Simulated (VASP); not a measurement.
Runs of VASP 6.6.1 on Ag. The structure is that of space group P6_3/mmc (No. 194), or close to it. The cells are those of the table. This isn't the form of Ag at room conditions, which is fcc.

```tsv
cell	further INCAR settings	gap on the mesh (eV)	pressure (GPa)
a = 2.893, b = 2.893, c = 9.850 Å, angles 90.0, 90.0, 120.0°, 4 atoms	ALGO = Fast; EDIFF = 1e-06; NBANDS = 30	none	0.3
a = 2.981, b = 2.981, c = 9.420 Å, angles 90.0, 90.0, 120.0°, 4 atoms	ALGO = Fast; EDIFF = 1e-07; NBANDS = 30	none	(b)
a = 2.981, b = 2.981, c = 9.277 Å, angles 90.0, 90.0, 120.0°, 4 atoms	ALGO = Fast; EDIFF = 1e-06; NBANDS = 30	none	0.2
a = 2.937, b = 2.937, c = 9.707 Å, angles 90.0, 90.0, 120.0°, 4 atoms	ALGO = Fast; EDIFF = 1e-06; NBANDS = 30	none	-1.3
a = 2.937, b = 2.937, c = 9.420 Å, angles 90.0, 90.0, 120.0°, 4 atoms	ALGO = Fast; EDIFF = 1e-06; NBANDS = 30	none	(a)
```

Alike in all rows: task single point; level PBE; potentials or basis VASP PAW PBE potentials, release 64 (Ag); no spin polarisation; k mesh 18 × 18 × 6; cutoff (eV) 520; smearing gaussian 0.15 eV.

Estimate the missing entries.

(a) 1.4; (b) -1.2.

A k mesh can miss the band edges, and the runs leave out spin-orbit coupling on Ag.

A gap of «none» marks levels without a gap at the run's occupations.
